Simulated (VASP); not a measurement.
Here is a VASP 6.6.1 calculation.

INCAR

```
SYSTEM = WCS
ALGO     = Normal         ! electronic algorithm
DIPOL    = 0.5 0.5 0.291
EDIFF    = 1E-6           ! SCF threshold, eV
ENCUT    = 520            ! plane-wave cutoff, eV
GGA      = PE             ! functional
IDIPOL   = 3            
ISIF     = 2              ! what is computed and relaxed
ISMEAR   = 0              ! smearing method
LASPH    = .TRUE.         ! aspherical terms in the spheres
LCHARG   = .FALSE.        ! write CHGCAR
LDIPOL   = .TRUE.       
LREAL    = .FALSE.        ! projectors in reciprocal space
LWAVE    = .FALSE.        ! write WAVECAR
NBANDS   = 33             ! bands
NELM     = 80             ! most SCF steps
PREC     = Accurate       ! precision mode
SIGMA    = 0.1            ! smearing width, eV
```

KPOINTS

```
k-points
0
G
  6 6 1
  0 0 0
```

POSCAR

```
WCS
1.0
    6.2229298240      0.1130960874      0.0000000000
   -1.5067599244      2.6337744214      0.0000000000
    0.0000000000      0.0000000000     29.3647113200
W C S
2 2 2
Direct
    0.0041862766     -0.0129346209      0.2939984811
    0.4876279609     -0.0319437324      0.3032526410
    0.1656572603      0.6840031713      0.3294171291
    0.6875280049      0.6655605040      0.3375746810
    0.1515767166      0.6475571155      0.2406720070
    0.6700904474      0.7144242292      0.2424341981
```

Potentials or basis: VASP PAW PBE potentials, release 64 (W_sv, C, S).

Command:

```console
$ cat potpaw_PBE.64/W_sv/POTCAR potpaw_PBE.64/C/POTCAR potpaw_PBE.64/S/POTCAR > POTCAR
$ mpirun -np 1 vasp_std > vasp.out
```

Question: Predict the band gap on the k mesh.

Answer: 0.17 eV.

Question: What does it give for the largest force?

Answer: 4.814 eV/Å.

Forces in eV/Å, atoms in the order of the input:
```
W   -2.841  0.859  3.790
W    2.468  2.966 -1.057
C   -0.081 -1.852  1.154
C   -0.889 -0.554 -2.330
S    1.736  0.375 -1.885
S   -0.393 -1.794  0.327
```

Caveat: spin-orbit coupling is left out, which moves the levels of the heavy elements.
